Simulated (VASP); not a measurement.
# HfN (Cmcm) in VASP: further runs, part 2 of 2

VASP 6.6.1. The steps go on from the part before.

## Step 4: Single point, LDA (atoms displaced along a vibrational mode)

INCAR reads:

```
PREC = Accurate ; ENCUT = 520
EDIFF = 1E-7 ; ISMEAR = 0
SIGMA = 0.15 ; LREAL = False
LASPH = True ; NELM = 100
ALGO = Normal ; ISIF = 2
LWAVE = False ; LCHARG = False
NBANDS = 23
```

KPOINTS reads:

```
regular mesh
0
Gamma
  14 14 10
```

POSCAR reads:

```
HfN
1.0
    0.0000000000     -2.2339756809     -2.2339756809
    0.0000000000      2.2339756809     -2.2339756809
    4.4679513618      0.0000000000      0.0000000000
Hf N
2 2
Direct
    0.5004213252      0.4995786748      0.5000000000
   -0.0004213252      0.0004213252      0.0000000000
    0.5096912425      0.4903087575      0.0000000000
   -0.0096912425      0.0096912425      0.5000000000
```

Potentials or basis: VASP PAW LDA potentials, release 64 (Hf_pv, N).

Run with:

```console
$ cat potpaw_LDA.64/Hf_pv/POTCAR potpaw_LDA.64/N/POTCAR > POTCAR
$ mpirun -np 1 vasp_std > vasp.out
```

OUTCAR:

```text
PREC = Accurate
   ENCUT = 520
   EDIFF = 1E-7
   ISMEAR = 0
   LREAL = False
   LASPH = True
   NELM = 100
   ISIF = 2

 ion  position               nearest neighbor table
   1  0.500  0.500  0.500-   4 2.19   3 2.23   3 2.23   4 2.23   4 2.23   4 2.28   2 3.16   2 3.16
                             2 3.16   2 3.16   2 3.16   2 3.16   2 3.16   2 3.16
   2  1.000  0.000  0.000-   3 2.19   4 2.23   4 2.23   3 2.23   3 2.23   3 2.28   1 3.16   1 3.16
                             1 3.16   1 3.16   1 3.16   1 3.16   1 3.16   1 3.16
   3  0.510  0.490  0.000-   2 2.19   1 2.23   1 2.23   2 2.23   2 2.23   2 2.28
   4  0.990  0.010  0.500-   1 2.19   2 2.23   2 2.23   1 2.23   1 2.23   1 2.28

  LATTYP: Found a simple tetragonal cell.
 ALAT       =     3.1593187059
 C/A-ratio  =     1.4142135624

  Lattice vectors:

 A1 = (   0.0000000000,  -2.2339756809,  -2.2339756809)
 A2 = (   0.0000000000,   2.2339756809,  -2.2339756809)
 A3 = (   4.4679513618,   0.0000000000,   0.0000000000)

Analysis of symmetry for initial positions (statically):
=====================================================================
 Subroutine PRICEL returns:
 Original cell was already a primitive cell.

 Routine SETGRP: Setting up the symmetry group for a
 simple tetragonal supercell.

 Subroutine GETGRP returns: Found  8 space group operations
 (whereof  4 operations were pure point group operations)
 out of a pool of 16 trial point group operations.

The static configuration has the point symmetry C_2v.
 The point group associated with its full space group is D_2h.

Analysis of symmetry for dynamics (positions and initial velocities):
=====================================================================
 Subroutine PRICEL returns:
 Original cell was already a primitive cell.

 Routine SETGRP: Setting up the symmetry group for a
 simple tetragonal supercell.

 Subroutine GETGRP returns: Found  8 space group operations
 (whereof  4 operations were pure point group operations)
 out of a pool of 16 trial point group operations.
[... 120 lines left out ...]
   EFERMI =   0.00;   METHOD = LEGACY
   ISMEAR =     0;   SIGMA  =   0.15  broadening in eV -4-tet -1-fermi 0-gaus
   EFERMI_NEDOS =   21; number of points for ismear=-14 and -15
   IALGO  =     38    algorithm
   IMIX   =      4    mixing-type and parameters
     AMIX     =   0.40;   BMIX     =  1.00
     AMIX_MAG =   1.60;   BMIX_MAG =  1.00
  volume/ion in A,a.u.               =      11.15        75.24
  Fermi-wavevector in a.u.,A,eV,Ry     =   1.434444  2.710705 27.995735  2.057628
  Thomas-Fermi vector in A             =   2.553851
   LORBIT       =      0    0 simple, 1 ext, 2 COOP (PROOUT), +10 PAW based schemes
   GGA     = CA    functional components
   LHFCALC =     F    Hartree Fock is set to
   AEXX    =    0.0000 exact exchange contribution
   IVDW    =     0    specifies the selected vdW correction
   LEPSILON=     F    determine dielectric tensor
   LRPA    =     F    only Hartree local field effects (RPA)
 non-spin polarized calculation
 Gauss-broadening in eV      SIGMA  =   0.15
  energy-cutoff  :      520.00
  volume of cell :       44.60
 maximum number of plane-waves:      1240
   NGX = 11   NGY = 11   NGZ = 17

 number of electron      29.9999996 magnetization

 Free energy of the ion-electron system (eV)
  ---------------------------------------------------
  ext. energy  EPLUGINS =         0.00000000
  ---------------------------------------------------
  free energy    TOTEN  =       -47.71635396 eV

  energy without entropy =      -47.70203635  energy(sigma->0) =      -47.70919516

 E-fermi :   8.5029     XC(G=0): -13.1520

 val. band max:        8.5022509216   @ k =   0.2857   0.0000   0.3000
 cond. band min:       8.5060026843   @ k =   0.1429   0.0714   0.2000
 fundamental gap:      0.0037517627
 Fermi energy:         8.5029126561

 k-point     1 :       0.0000    0.0000    0.0000
  band No.  band energies     occupation
      1     -23.2179      2.00000
      2     -22.6609      2.00000
      3     -22.6566      2.00000
      4     -22.3044      2.00000
      5     -22.3018      2.00000
      6     -22.3010      2.00000
[... 613 lines left out ...]
     22      14.1607      0.00000
     23      14.2935      0.00000

 [... further k-points ...]
[... 5 lines left out ...]
  --------------------------------------------------------------------------------------
  -------------------------------------------------------------------------------------
  Total       -0.4528507     -0.0209017     -0.2640026      0.0000000      0.0000000      0.0000000
  in kB      -16.2693556     -0.7509243     -9.4846983      0.0000000      0.0000000      0.0000000
  external PRESSURE =      -8.8349927 kB  Pullay stress =       0.0000000 kB

 VOLUME and BASIS-vectors are now :
 -----------------------------------------------------------------------------
  energy-cutoff  :      520.00
  volume of cell :       44.60
      direct lattice vectors                 reciprocal lattice vectors
     0.000000000 -2.233975681 -2.233975681     0.000000000 -0.223816223 -0.223816223
     0.000000000  2.233975681 -2.233975681     0.000000000  0.223816223 -0.223816223
     4.467951362  0.000000000  0.000000000     0.223816223  0.000000000  0.000000000

 POSITION                                       TOTAL-FORCE (eV/Angst)
 -----------------------------------------------------------------------------------
      2.23398     -0.00188     -2.23398         0.000000      0.333677      0.000000
      0.00000     -2.23209     -2.23398         0.000000     -0.333677      0.000000
      0.00000     -0.04330     -2.23398         0.000000      0.610704      0.000000
      2.23398     -2.19068     -2.23398         0.000000     -0.610704      0.000000
 -----------------------------------------------------------------------------------
    total drift:                                0.000000     -0.000000     -0.000000

  FREE ENERGIE OF THE ION-ELECTRON SYSTEM (eV)
  ---------------------------------------------------
  free  energy   TOTEN  =       -47.7163539628 eV

  energy  without entropy=      -47.7020363504  energy(sigma->0) =      -47.70919516
```

OSZICAR:

```text
N       E                     dE             d eps       ncg     rms          rms(c)
DAV:   1     0.114315116777E+03    0.11432E+03   -0.16396E+04 15732   0.130E+03
DAV:   2    -0.475724580024E+02   -0.16189E+03   -0.15349E+03 20178   0.311E+02
DAV:   3    -0.536496221272E+02   -0.60772E+01   -0.60268E+01 20572   0.479E+01
DAV:   4    -0.536960814117E+02   -0.46459E-01   -0.46424E-01 18194   0.454E+00
DAV:   5    -0.536966690304E+02   -0.58762E-03   -0.58744E-03 20972   0.416E-01    0.761E+01
DAV:   6    -0.479755554419E+02    0.57211E+01   -0.28379E+01 17727   0.270E+01    0.621E+01
DAV:   7    -0.477715639437E+02    0.20399E+00   -0.17305E+00 18715   0.785E+00    0.309E+01
DAV:   8    -0.477242400888E+02    0.47324E-01   -0.15262E-01 19592   0.261E+00    0.523E+00
DAV:   9    -0.477171814338E+02    0.70587E-02   -0.36569E-02 19071   0.111E+00    0.316E+00
DAV:  10    -0.477166056599E+02    0.57577E-03   -0.72787E-03 19012   0.540E-01    0.119E+00
DAV:  11    -0.477163520112E+02    0.25365E-03   -0.10643E-03 18997   0.203E-01    0.361E-02
DAV:  12    -0.477163541789E+02   -0.21678E-05   -0.56741E-05 19603   0.501E-02    0.881E-02
DAV:  13    -0.477163539686E+02    0.21037E-06   -0.89069E-07 19339   0.640E-03    0.160E-02
DAV:  14    -0.477163539628E+02    0.57839E-08   -0.60341E-08 12808   0.160E-03
   1 F= -.47716354E+02 E0= -.47709195E+02  d E =-.143176E-01
```

stdout:

```text
POSCAR found type information on POSCAR HfN
 POSCAR found :  2 types and       4 ions
 scaLAPACK will be used
 LDA part: xc-table for (Slater(with rela. corr.)+CA(PZ))
 , standard interpolation
 POSCAR, INCAR and KPOINTS ok, starting setup
 FFT: planning ... GRIDC
 FFT: planning ... GRID_SOFT
 FFT: planning ... GRID
 WAVECAR not read
 entering main loop
```

Wall time 5.6 min (1 thread of Intel Xeon 8259CL, shared host); peak memory 0.38 GiB.

Results:

| Quantity | Value |
| --- | --- |
| Free energy | -47.7164 eV |
| Pressure | -0.9 GPa |
| Largest force | 0.611 eV/Å |
| Band gap on the k mesh | zero (bands 15 and 16 overlap by 6.84 eV) |

Forces on the atoms (eV/Å):
```
Hf   0.000  0.334  0.000
Hf   0.000 -0.334  0.000
N    0.000  0.611  0.000
N    0.000 -0.611  0.000
```

Levels at points of the mesh, in eV from the Fermi level:
| k point | band 12 | band 13 | band 14 | band 15 | band 16 | band 17 | band 18 | band 19 |
| --- | --- | --- | --- | --- | --- | --- | --- | --- |
| (0.00, 0.00, 0.00) | -3.64 | -3.00 | -2.99 | -2.86 | -0.41 | -0.41 | -0.38 | 1.99 |
| (0.50, 0.00, 0.00) | -5.97 | -5.45 | -5.21 | 1.63 | 2.02 | 2.26 | 2.29 | 3.31 |
| (0.50, 0.50, 0.00) | -3.98 | -3.62 | -3.62 | -3.61 | -3.41 | 4.20 | 4.23 | 5.75 |
| (0.00, 0.00, 0.50) | -3.91 | -3.85 | -3.85 | -2.50 | -2.50 | 2.89 | 2.89 | 3.31 |
| (0.50, 0.00, 0.50) | -6.33 | -6.32 | -6.32 | 3.42 | 3.42 | 3.83 | 3.83 | 3.84 |
| (0.50, 0.50, 0.50) | -5.43 | -5.41 | -5.41 | 1.15 | 1.15 | 1.16 | 1.16 | 5.77 |

Caveat: the cell differs from its parent crystal (atoms displaced along a vibrational mode); spin-orbit coupling is left out, which moves the levels of the heavy elements.

## Step 5: Single point, LDA (atoms displaced along a vibrational mode)

INCAR reads:

```
SYSTEM = HfN
PREC = Accurate
ENCUT = 520
EDIFF = 1E-6
ISMEAR = 0
SIGMA = 0.15
LREAL = .False.
LASPH = .True.
NELM = 80
ALGO = Normal
ISIF = 2
LWAVE = .False.
LCHARG = .False.
GGA = CA
NBANDS = 23
```

KPOINTS reads:

```
Automatic mesh
0
Gamma
  14 14 10
  0 0 0
```

POSCAR reads:

```
HfN
1.0
    0.0000000000     -2.2339756809     -2.2339756809
    0.0000000000      2.2339756809     -2.2339756809
    4.4679513618      0.0000000000      0.0000000000
Hf N
2 2
Direct
    0.5098216066      0.4901783934      0.5000000000
   -0.0098216066      0.0098216066      0.0000000000
    0.5044835232      0.4955164768      0.0000000000
   -0.0044835232      0.0044835232      0.5000000000
```

Run with:

```console
$ cat potpaw_LDA.64/Hf_pv/POTCAR potpaw_LDA.64/N/POTCAR > POTCAR
$ mpirun -np 1 vasp_std > vasp.out
```

It took 4.5 min on 1 thread of Intel Xeon 8259CL, shared host; peak memory 0.39 GiB.

Results (log left out):

```yaml
Free_energy: -47.6895 eV
Pressure: -0.5 GPa
Largest_force: 0.968 eV/Å
Band_gap_on_the_k_mesh: zero (bands 15 and 16 overlap by 6.99 eV)
```

Forces on the atoms (eV/Å):
```
Hf   0.000  0.968  0.000
Hf   0.000 -0.968  0.000
N    0.000  0.582  0.000
N    0.000 -0.582  0.000
```

Stress tensor (GPa, compression positive):
```
-1.52  0.00  0.00
 0.00  1.01  0.00
 0.00  0.00 -0.85
```

Levels at points of the mesh, in eV from the Fermi level:
| k point | band 12 | band 13 | band 14 | band 15 | band 16 | band 17 | band 18 | band 19 |
| --- | --- | --- | --- | --- | --- | --- | --- | --- |
| (0.00, 0.00, 0.00) | -3.64 | -3.03 | -3.01 | -2.82 | -0.42 | -0.40 | -0.30 | 1.97 |
| (0.50, 0.00, 0.00) | -5.95 | -5.41 | -5.26 | 1.73 | 1.74 | 2.16 | 2.58 | 3.30 |
| (0.50, 0.50, 0.00) | -3.98 | -3.65 | -3.63 | -3.62 | -3.57 | 4.15 | 4.24 | 5.74 |
| (0.00, 0.00, 0.50) | -4.01 | -3.86 | -3.86 | -2.38 | -2.38 | 2.98 | 2.98 | 3.33 |
| (0.50, 0.00, 0.50) | -6.33 | -6.32 | -6.32 | 3.43 | 3.43 | 3.79 | 3.79 | 3.83 |
| (0.50, 0.50, 0.50) | -5.43 | -5.40 | -5.40 | 1.16 | 1.16 | 1.17 | 1.17 | 5.77 |

Caveat: the cell differs from its parent crystal (atoms displaced along a vibrational mode); spin-orbit coupling is left out, which moves the levels of the heavy elements.

## Step 6: Summary

| cell | gap on the mesh (eV) | pressure (GPa) | largest force (eV/Å) |
| --- | --- | --- | --- |
| as given, atomic positions A | none | -0.5 | 0.93 |
| as given, atomic positions B | none | -1.0 | 0.63 |
| as given, atomic positions C | none | -0.9 | 0.61 |
| as given, atomic positions D | none | -0.5 | 0.97 |

Alike in all rows: task single point; level LDA; potentials or basis VASP PAW LDA potentials, release 64 (Hf_pv, N); no spin polarisation; k mesh 14 × 14 × 10; cutoff (eV) 520; smearing gaussian 0.15 eV.

Caveats: spin-orbit coupling is left out, which moves the levels of the heavy elements.

Total energies depend on the potentials used, so only differences within one code and one set of settings carry meaning.
